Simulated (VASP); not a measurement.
# FeNi (P4/mmm) in VASP: further runs

The runs below take FeNi through vibrations by perturbation theory, with PBEsol.

All numbers are computed with VASP 6.6.1; they aren't measurements. Logs are shortened: lines on timing, memory, paths and dates and some standing lists are left out, and cuts for length are marked.

## Step 1: The cell of the first run

Symmetry: P4/mmm, No. 123, tetragonal system. The conventional cell has a = 2.486 Å, b = 2.486 Å, c = 3.551 Å, α = 90.00°, β = 90.00°, γ = 90.00°. Within 3.3 Å of Fe (site symmetry 4/mmm) lie 4 Fe at 2.49 Å and 8 Ni at 2.50 Å. Within 3.3 Å of Ni (site symmetry 4/mmm) lie 4 Ni at 2.49 Å and 8 Fe at 2.50 Å.

## Step 2: Vibrations by perturbation theory, PBEsol, collinear spin, ferromagnetic start (10.98 Å³/atom)

The input, INCAR:

```
SYSTEM = FeNi
  PREC = Accurate
  ENCUT = 600
  EDIFF = 1E-8
  ISMEAR = 0
  SIGMA = 0.2
  LREAL = .False.
  LASPH = .True.
  NELM = 200
  ALGO = Normal
  ISIF = 2
  LWAVE = .False.
  LCHARG = .False.
  ISPIN = 2
  MAGMOM = 2.84 0.75
  LORBIT = 11
  LMAXMIX = 4
  GGA = PS
  NBANDS = 20
  IBRION = 8
  NSW = 1
  GGA_COMPAT = .False.
  KPAR = 4
```

The input, KPOINTS:

```
Automatic mesh
0
Gamma
  16 16 12
  0 0 0
```

The input, POSCAR:

```
FeNi
1.0
    2.4862134274      0.0000000000      0.0000000000
    0.0000000000      2.4862134274      0.0000000000
    0.0000000000      0.0000000000      3.5513918600
Fe Ni
1 1
Direct
    0.0000000000      0.0000000000      0.0000000000
    0.5000000000      0.5000000000      0.5000000000
```

Potentials or basis: VASP PAW PBE potentials, release 64 (Fe, Ni).

Started as:

```bash
$ cat potpaw_PBE.64/Fe/POTCAR potpaw_PBE.64/Ni/POTCAR > POTCAR
$ mpirun -np 4 vasp_std > vasp.out
```

OUTCAR:

```text
SYSTEM = FeNi
   PREC = Accurate
   ENCUT = 600
   EDIFF = 1E-8
   ISMEAR = 0
   LREAL = .False.
   LASPH = .True.
   NELM = 200
   ISIF = 2
   ISPIN = 2
   LORBIT = 11
   GGA = PS
   IBRION = 8
   NSW = 1

 ion  position               nearest neighbor table
   1  0.000  0.000  0.000-   2 2.50   2 2.50   2 2.50   2 2.50   2 2.50   2 2.50   2 2.50   2 2.50

   2  0.500  0.500  0.500-   1 2.50   1 2.50   1 2.50   1 2.50   1 2.50   1 2.50   1 2.50   1 2.50

  LATTYP: Found a simple tetragonal cell.
 ALAT       =     2.4862134274
 C/A-ratio  =     1.4284340278

  Lattice vectors:

 A1 = (   2.4862134274,   0.0000000000,   0.0000000000)
 A2 = (   0.0000000000,   2.4862134274,   0.0000000000)
 A3 = (   0.0000000000,   0.0000000000,   3.5513918600)

Analysis of symmetry for initial positions (statically):
=====================================================================
 Subroutine PRICEL returns:
 Original cell was already a primitive cell.

 Routine SETGRP: Setting up the symmetry group for a
 simple tetragonal supercell.

 Subroutine GETGRP returns: Found 16 space group operations
 (whereof 16 operations were pure point group operations)
 out of a pool of 16 trial point group operations.

The static configuration has the point symmetry D_4h.

Analysis of symmetry for dynamics (positions and initial velocities):
=====================================================================
 Subroutine PRICEL returns:
 Original cell was already a primitive cell.

 Routine SETGRP: Setting up the symmetry group for a
 simple tetragonal supercell.

 Subroutine GETGRP returns: Found 16 space group operations
 (whereof 16 operations were pure point group operations)
 out of a pool of 16 trial point group operations.

The dynamic configuration has the point symmetry D_4h.

Analysis of structural, dynamic, and magnetic symmetry:
=====================================================================
 Subroutine PRICEL returns:
 Original cell was already a primitive cell.

 Routine SETGRP: Setting up the symmetry group for a
 simple tetragonal supercell.

 Subroutine GETGRP returns: Found 16 space group operations
 (whereof 16 operations were pure point group operations)
 out of a pool of 16 trial point group operations.

The overall configuration has the point symmetry D_4h.

 Subroutine INISYM returns: Found 16 space group operations
 (whereof 16 operations are pure point group operations),
 and found     1 'primitive' translations

----------------------------------------------------------------------------------------

                                     Primitive cell

  volume of cell :      21.9521

  direct lattice vectors                    reciprocal lattice vectors
     2.486213427  0.000000000  0.000000000     0.402218084  0.000000000  0.000000000
     0.000000000  2.486213427  0.000000000     0.000000000  0.402218084  0.000000000
     0.000000000  0.000000000  3.551391860     0.000000000  0.000000000  0.281579741

  length of vectors
     2.486213427  2.486213427  3.551391860     0.402218084  0.402218084  0.281579741

  position of ions in fractional coordinates (direct lattice)
     0.000000000  0.000000000  0.000000000
     0.500000000  0.500000000  0.500000000

  ion indices of the primitive-cell ions
   primitive index   ion index
                 1           1
                 2           2

----------------------------------------------------------------------------------------

 KPOINTS: Automatic mesh

Automatic generation of k-mesh.
 Grid dimensions read from file:
[... 111 lines left out ...]
  ---------------------------------------------------
  free energy    TOTEN  =       -15.16825388 eV

  energy without entropy =      -15.14298465  energy(sigma->0) =      -15.15561926

 E-fermi :   7.6991     XC(G=0): -13.4227

 val. band max:        7.6985238265   @ k =   0.4375   0.1875   0.3333
 cond. band min:       7.6997201799   @ k =   0.5000   0.1875   0.3333
 fundamental gap:      0.0011963534
 Fermi energy:         7.6990977062

 spin component 1

 k-point     1 :       0.0000    0.0000    0.0000
  band No.  band energies     occupation
      1      -1.3360      1.00000
      2       2.4910      1.00000
      3       3.1820      1.00000
      4       5.0956      1.00000
      5       5.1324      1.00000
      6       5.1324      1.00000
[... 541 lines left out ...]
     19      35.2850      0.00000
     20      35.4340      0.00000

 [... further k-points ...]

 spin component 2

 k-point     1 :       0.0000    0.0000    0.0000
  band No.  band energies     occupation
      1      -1.1888      1.00000
      2       3.5798      1.00000
      3       4.3054      1.00000
      4       6.3212      1.00000
      5       6.3212      1.00000
      6       6.6954      1.00000
[... 544 lines left out ...]
 [... further k-points ...]

------------------------ aborting loop because EDIFF is reached ----------------------------------------

  FORCE on cell =-STRESS in cart. coord.  units (eV):
  Direction    XX          YY          ZZ          XY          YZ          ZX
  --------------------------------------------------------------------------------------
  -------------------------------------------------------------------------------------
  Total       -0.5424697     -0.5424697     -0.5331625      0.0000000      0.0000000      0.0000000
  in kB      -39.5922906    -39.5922906    -38.9130070      0.0000000      0.0000000      0.0000000
  external PRESSURE =     -39.3658627 kB  Pullay stress =       0.0000000 kB

 VOLUME and BASIS-vectors are now :
 -----------------------------------------------------------------------------
  energy-cutoff  :      600.00
  volume of cell :       21.95
      direct lattice vectors                 reciprocal lattice vectors
     2.486213427  0.000000000  0.000000000     0.402218084  0.000000000  0.000000000
     0.000000000  2.486213427  0.000000000     0.000000000  0.402218084  0.000000000
     0.000000000  0.000000000  3.551391860     0.000000000  0.000000000  0.281579741

 POSITION                                       TOTAL-FORCE (eV/Angst)
 -----------------------------------------------------------------------------------
      0.00000      0.00000      0.00000         0.000000      0.000000      0.000000
      1.24311      1.24311      1.77570         0.000000      0.000000      0.000000
 -----------------------------------------------------------------------------------
    total drift:                               -0.000000      0.000000      0.000000

  FREE ENERGIE OF THE ION-ELECTRON SYSTEM (eV)
  ---------------------------------------------------
  free  energy   TOTEN  =       -15.1682538831 eV

  energy  without entropy=      -15.1429846463  energy(sigma->0) =      -15.15561926

[... ionic steps 2 to 3 ...]

--------------------------------------- Ionic step        4  -------------------------------------------

------------------------ aborting loop because EDIFF is reached ----------------------------------------
[... 11 lines left out ...]
[... ionic steps 8 to 8 ...]

--------------------------------------- Ionic step        9  -------------------------------------------

 Free energy of the ion-electron system (eV)
  ---------------------------------------------------
  ---------------------------------------------------
  free energy    TOTEN  =        -0.19033898 eV

  energy without entropy =       -0.19033899

------------------------ aborting loop because EDIFF is reached ----------------------------------------

 INTERNAL STRAIN TENSOR  FOR ION    2  DIRECTION 3   (eV/Angst):
 -----------------------------------------------------------------------------
     0.00016  0.00000 -0.00000
     0.00000  0.00016  0.00000
    -0.00000  0.00000 -0.01189

 INTERNAL STRAIN TENSOR FOR ION    2 for displacements in x,y,z  (eV/Angst):
          X           Y           Z          XY          YZ          ZX
  --------------------------------------------------------------------------------
  x     0.00000     0.00000     0.00000     0.00000     0.00000     0.00000
  y     0.00000     0.00000     0.00000     0.00000     0.00000     0.00000
  z     0.00000     0.00000     0.00000     0.00000     0.00000     0.00000

 SECOND DERIVATIVES (NOT SYMMETRIZED)
 ------------------------------------
               1X          1Y          1Z          2X          2Y          2Z
  1X    -4.427026    0.000000    0.000000    4.427026    0.000000    0.000000
  1Y     0.000000   -4.427026    0.000000    0.000000    4.427026    0.000000
  1Z     0.000000   -0.000000   -8.679733   -0.000000    0.000000    8.679733
  2X     4.419278    0.000000    0.000000   -4.419278    0.000000    0.000000
  2Y     0.000000    4.419278    0.000000    0.000000   -4.419278    0.000000
  2Z     0.000000   -0.000000    8.713504    0.000000    0.000000   -8.713504

 Eigenvectors and eigenvalues of the dynamical matrix
 ----------------------------------------------------

   1 f  =    8.618002 THz    54.148505 2PiTHz  287.465610 cm-1    35.641177 meV
             X         Y         Z           dx          dy          dz
      0.000000  0.000000  0.000000     0.000000    0.000000    0.715151
      1.243107  1.243107  1.775696    -0.000000   -0.000000   -0.698970
[... 21 lines left out ...]
   6 f/i=    0.008364 THz     0.052555 2PiTHz    0.279007 cm-1     0.034592 meV
             X         Y         Z           dx          dy          dz
      0.000000  0.000000  0.000000     0.000000   -0.000000   -0.698970
      1.243107  1.243107  1.775696    -0.000000   -0.000000   -0.715151

--------------------------------------------------------------------------------------------------------

 ELASTIC MODULI CONTR FROM IONIC RELAXATION (kBar)
 Direction    XX          YY          ZZ          XY          YZ          ZX
 --------------------------------------------------------------------------------
 XX           0.0000      0.0000      0.0000      0.0000      0.0000      0.0000
 YY           0.0000      0.0000      0.0000      0.0000      0.0000      0.0000
 ZZ           0.0000      0.0000      0.0000      0.0000      0.0000      0.0000
 XY           0.0000      0.0000      0.0000      0.0000      0.0000      0.0000
 YZ           0.0000      0.0000      0.0000      0.0000      0.0000      0.0000
 ZX           0.0000      0.0000      0.0000      0.0000      0.0000      0.0000
 --------------------------------------------------------------------------------

 total charge

# of ion       s       p       d       tot
------------------------------------------
    1        0.487   0.528   6.212   7.226
    2        0.529   0.559   8.321   9.408
--------------------------------------------------
tot          1.015   1.086  14.533  16.635

 magnetization (x)

# of ion       s       p       d       tot
------------------------------------------
    1       -0.001  -0.020   2.589   2.568
    2       -0.027  -0.061   0.702   0.614
--------------------------------------------------
tot         -0.028  -0.081   3.291   3.182
```

Wall time 8.5 min (4 MPI ranks of AMD EPYC 7R13 (Zen 3), shared host); peak memory 1.1 GiB.

What came out:

| Quantity | Value |
| --- | --- |
| Net moment | 3.19 μB per cell |
| Site moments | Fe +2.57; Ni +0.61 μB |
| Valence electrons inside the program's atomic spheres | Fe 7.23; Ni 9.41 |
| Highest phonon frequency at Γ | 287 cm⁻¹ |

Phonon frequencies in cm⁻¹ (negative: imaginary):
```
              q point        frequencies
(0.000, 0.000, 0.000)  0 0 0 205 205 287
```

Caveat: the cell stands under pressure or tension, which shifts response properties; the PAW data sets were made with another functional, which shifts forces and pressure a little.

## Step 3: Vibrations by perturbation theory, PBEsol, collinear spin, ferromagnetic start (10.55 Å³/atom)

This run uses another cell than the first one, of 10.55 Å³/atom.

The input, INCAR:

```
PREC = Accurate
ENCUT = 600
EDIFF = 1E-8
ISMEAR = 0
SIGMA = 0.2
LREAL = F
LASPH = T
NELM = 200
ALGO = Normal
ISIF = 2
LWAVE = F
LCHARG = F
ISPIN = 2
MAGMOM = 2.73 0.74
LORBIT = 11
LMAXMIX = 4
GGA = PS
IBRION = 8
NSW = 1
GGA_COMPAT = F
KPAR = 4
```

The input, KPOINTS:

```
Automatic mesh
0
Gamma
  16 16 12
```

The input, POSCAR:

```
FeNi
1.0
    2.4494610539      0.0000000000      0.0000000000
    0.0000000000      2.4494610539      0.0000000000
    0.0000000000      0.0000000000      3.5152825384
Fe Ni
1 1
Direct
    0.0000000000      0.0000000000      0.0000000000
    0.5000000000      0.5000000000      0.5000000000
```

Potentials or basis: VASP PAW PBE potentials, release 64 (Fe, Ni).

Started as:

```bash
$ cat potpaw_PBE.64/Fe/POTCAR potpaw_PBE.64/Ni/POTCAR > POTCAR
$ mpirun -np 4 vasp_std > vasp.out
```

OUTCAR:

```text
PREC = Accurate
   ENCUT = 600
   EDIFF = 1E-8
   ISMEAR = 0
   LREAL = F
   LASPH = T
   NELM = 200
   ISIF = 2
   ISPIN = 2
   LORBIT = 11
   GGA = PS
   IBRION = 8
   NSW = 1

 ion  position               nearest neighbor table
   1  0.000  0.000  0.000-   2 2.47   2 2.47   2 2.47   2 2.47   2 2.47   2 2.47   2 2.47   2 2.47

   2  0.500  0.500  0.500-   1 2.47   1 2.47   1 2.47   1 2.47   1 2.47   1 2.47   1 2.47   1 2.47

  LATTYP: Found a simple tetragonal cell.
[... 1165 lines left out ...]

   1 f  =    9.316602 THz    58.537935 2PiTHz  310.768384 cm-1    38.530352 meV
             X         Y         Z           dx          dy          dz
      0.000000  0.000000  0.000000     0.000000    0.000000   -0.715740
      1.224731  1.224731  1.757641    -0.000000   -0.000000    0.698367
[... 21 lines left out ...]
   6 f/i=    0.007049 THz     0.044293 2PiTHz    0.235145 cm-1     0.029154 meV
             X         Y         Z           dx          dy          dz
      0.000000  0.000000  0.000000     0.261008   -0.646830    0.000000
      1.224731  1.224731  1.757641     0.268145   -0.664518    0.000000

--------------------------------------------------------------------------------------------------------

 ELASTIC MODULI CONTR FROM IONIC RELAXATION (kBar)
 Direction    XX          YY          ZZ          XY          YZ          ZX
 --------------------------------------------------------------------------------
 XX           0.0000      0.0000      0.0000      0.0000      0.0000      0.0000
 YY           0.0000      0.0000      0.0000      0.0000      0.0000      0.0000
 ZZ           0.0000      0.0000      0.0000      0.0000      0.0000      0.0000
 XY           0.0000      0.0000      0.0000      0.0000      0.0000      0.0000
 YZ           0.0000      0.0000      0.0000      0.0000      0.0000      0.0000
 ZX           0.0000      0.0000      0.0000      0.0000      0.0000      0.0000
 --------------------------------------------------------------------------------

 total charge

# of ion       s       p       d       tot
------------------------------------------
    1        0.504   0.562   6.251   7.317
    2        0.547   0.598   8.340   9.485
--------------------------------------------------
tot          1.051   1.160  14.591  16.802

 magnetization (x)

# of ion       s       p       d       tot
------------------------------------------
    1       -0.001  -0.019   2.496   2.476
    2       -0.027  -0.061   0.695   0.608
--------------------------------------------------
tot         -0.028  -0.080   3.191   3.083
```

OSZICAR:

```text
N       E                     dE             d eps       ncg     rms          rms(c)
DAV:   1     0.880034577865E+02    0.88003E+02   -0.93617E+03 19652   0.181E+03
[... 87 lines left out ...]
RMM:   9    -0.190649155063E+00    0.69467E-05   -0.75059E-08 32016   0.223E-03    0.948E-04
RMM:  10    -0.190647581247E+00    0.15738E-05   -0.59953E-09 31461   0.109E-03    0.215E-04
RMM:  11    -0.190646870029E+00    0.71122E-06   -0.25111E-09 33087   0.316E-04    0.931E-05
RMM:  12    -0.190645905662E+00    0.96437E-06   -0.30527E-09 31317   0.115E-04    0.336E-05
RMM:  13    -0.190645531328E+00    0.37433E-06   -0.27296E-09 32115   0.842E-05    0.835E-06
RMM:  14    -0.190645500663E+00    0.30664E-07   -0.27444E-09 33129   0.592E-05    0.334E-06
RMM:  15    -0.190645503799E+00   -0.31359E-08   -0.28219E-09 33170   0.467E-05    0.105E-06
 Linear response finished
```

stdout:

```text
POSCAR found type information on POSCAR FeNi
 POSCAR found :  2 types and       2 ions
 scaLAPACK will be used
 -----------------------------------------------------------------------------
|                                                                             |
|                                                                             |
|     You enforced a specific xc type in the INCAR file but a different       |
|     I HOPE YOU KNOW WHAT YOU ARE DOING!                                     |
|                                                                             |
 -----------------------------------------------------------------------------

 LDA part: xc-table for (Slater+PW92), standard interpolation
 POSCAR, INCAR and KPOINTS ok, starting setup
 FFT: planning ... GRIDC
 FFT: planning ... GRID_SOFT
 FFT: planning ... GRID
 WAVECAR not read
 entering main loop
 Linear response reoptimize wavefunctions to high precision
 Linear response DOF=           4
 Linear response progress:
 first order change of Fermi-energy   0.32225E-03
 force on displaced ion       1 direction 1 :  -5.044   0.000   0.000
 Linear response progress:
 first order change of Fermi-energy   0.19210E-02
 force on displaced ion       1 direction 3 :   0.000  -0.000 -10.161
 Linear response progress:
 first order change of Fermi-energy   0.47598E-03
 force on displaced ion       2 direction 1 :  -5.022   0.000   0.000
 Linear response progress:
 first order change of Fermi-energy  -0.91159E-03
 force on displaced ion       2 direction 3 :   0.000   0.000 -10.166
 Linear response finished
```

Wall time 7.1 min (4 MPI ranks of Intel Xeon 6975P-C (Granite Rapids), shared host); peak memory 0.94 GiB.

What came out:

* Net moment: 3.10 μB per cell
* Site moments: Fe +2.48; Ni +0.61 μB
* Valence electrons inside the program's atomic spheres: Fe 7.32; Ni 9.48
* Highest phonon frequency at Γ: 311 cm⁻¹

Phonon frequencies in cm⁻¹ (negative: imaginary):
| q point | frequencies |
| --- | --- |
| (0.000, 0.000, 0.000) | 0 0 0 219 219 311 |

Caveat: the cell stands under pressure or tension, which shifts response properties; the PAW data sets were made with another functional, which shifts forces and pressure a little.
